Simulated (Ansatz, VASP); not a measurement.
**Two plane-wave programs on Ta**

File INCAR:

```
SYSTEM = Ta
PREC     = Accurate       ! precision mode
ENCUT    = 520            ! plane-wave cutoff, eV
EDIFF    = 1E-6           ! SCF threshold, eV
ISMEAR   = -1             ! smearing method
SIGMA    = 0.1            ! smearing width, eV
LREAL    = .False.        ! projectors in reciprocal space
LASPH    = .True.         ! aspherical terms in the spheres
NELM     = 60             ! most SCF steps
ALGO     = Normal         ! electronic algorithm
ISIF     = 2              ! what is computed and relaxed
LWAVE    = .False.        ! write WAVECAR
LCHARG   = .True.         ! write CHGCAR
GGA      = PS             ! functional
LELF     = .True.         ! ELF
LVHAR    = .True.       
NBANDS   = 30             ! bands
```

Contents of KPOINTS:

```
Automatic mesh
0
Gamma
  14 14 4
  0 0 0
```

File POSCAR:

```
Ta
1.0
    3.0091889397      0.0000000000      0.0000000000
   -1.5045944699      2.6060340665      0.0000000000
    0.0000000000      0.0000000000     10.3823978796
Ta
4
Direct
    0.0000000000      1.0000000000      1.0000000000
    1.0000000000      1.0000000000      0.5000000000
    0.3333333333      0.6666666667      0.2500000000
    0.6666666667      0.3333333333      0.7500000000
```

Input for Ansatz:

```yaml
crystal:
  lattice:
    - [3.0091889397, 0.0, 0.0]
    - [-1.5045944699, 2.6060340665, 0.0]
    - [0.0, 0.0, 10.3823978796]
  atoms:
    - { symbol: Ta, position: [0.0, 1.0, 1.0] }
    - { symbol: Ta, position: [1.0, 1.0, 0.5] }
    - { symbol: Ta, position: [0.3333333333, 0.6666666667, 0.25] }
    - { symbol: Ta, position: [0.6666666667, 0.3333333333, 0.75] }
hamiltonian:
  xc: pbesol
  pseudopotentials:
    kind: paw
    azcp:
      Ta: "pseudopotentials/Ta.paw.azcp"
basis:
  ecutwfc: 420
  fft_grid_basis: typed
kpoints:
  mp_grid: { grid: [14, 14, 4], shift: [0, 0, 0] }
magnetization:
  spin_polarized: false
scf:
  occupations: { method: fermi_dirac, width: 0.1 }
  lower_state_search: "off"
output:
  stress: true
```

Alike in both runs: task single point; functional PBEsol; k mesh 14 × 14 × 4; occupations fermi-dirac, width 0.1 eV; no spin polarisation.

|  | VASP | Ansatz |
| --- | --- | --- |
| version | VASP 6.6.1 | Ansatz 0.2.0 |
| potentials or method | VASP PAW PBE potentials, release 64 (Ta_pv), cutoff 520 eV | plane waves (420 eV) with PAW, scalar-relativistic |
| valence electrons in the cell | 44 | 52 |

```csv
,VASP,Ansatz,Ansatz less VASP
pressure (GPa),-18.4,-18.4,+0.02
```

VASP's potentials were made for PBE, not for PBEsol, and Ansatz warns of the same on its side. VASP's potentials hold 44 valence electrons a cell and Ansatz's 52, so a difference there can come from the potentials and not from the codes.

Spin-orbit coupling is off throughout.
